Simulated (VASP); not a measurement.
Input of a VASP 6.6.1 run:

INCAR

```
SYSTEM = Mo
  PREC = Accurate
  ENCUT = 520
  EDIFF = 1E-6
  ISMEAR = 0
  SIGMA = 0.1
  LREAL = .False.
  LASPH = .True.
  NELM = 80
  ALGO = Fast
  ISIF = 2
  LWAVE = .False.
  LCHARG = .True.
  GGA = PE
  LELF = .True.
  LVHAR = .True.
  NBANDS = 13
```

The input KPOINTS:

```
regular mesh
0
Gamma
  18 18 18
  0 0 0
```

POSCAR

```
Mo
1.0
    0.0000000000      1.9175530792      1.9175530792
    1.9175530792      0.0000000000      1.9175530792
    1.9175530792      1.9175530792      0.0000000000
Mo
1
Direct
    0.0000000000      0.0000000000      0.0000000000
```

Potentials or basis: VASP PAW PBE potentials, release 64 (Mo_sv).

Command:

```sh
$ cat potpaw_PBE.64/Mo_sv/POTCAR > POTCAR
$ mpirun -np 1 vasp_std > vasp.out
```

Q: Estimate the pressure.

A: 40.2 GPa.

Q: Predict the band gap on the k mesh.

A: Zero (band 7 reaches 18.61 eV, above the bottom of band 8 at 12.93 eV).
